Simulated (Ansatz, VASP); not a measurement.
# Two plane-wave programs on Re

```
Re
1.0
    -1.54368    1.54368    1.54368
     1.54368   -1.54368    1.54368
     1.54368    1.54368   -1.54368
Re
1
Direct
  0.00000 0.00000 0.00000
```

Alike in both runs: task relaxation of cell and atoms; functional r2SCAN; k mesh 14 × 14 × 14; occupations fermi-dirac, width 0.1 eV; no spin polarisation.

```csv
,VASP,Ansatz
version,VASP 6.6.1,Ansatz 0.2.0
potentials or method,"VASP PAW PBE potentials, release 64 (Re), cutoff 660 eV","plane waves (500 eV) with PAW, scalar-relativistic"
valence electrons in the cell,7,15
```

Ansatz gave:

* relaxed volume (Å³/atom): 14.83
* relaxed cell length with the largest relative difference (Å): 2.681

Estimate VASP's values.

relaxed volume (Å³/atom): 14.85; relaxed cell length with the largest relative difference (Å): 2.682.

VASP's potentials were made for PBE, not for r2SCAN. VASP's potentials hold 7 valence electrons a cell and Ansatz's 15, so a difference there can come from the potentials and not from the codes.

Neither program's run includes spin-orbit coupling.
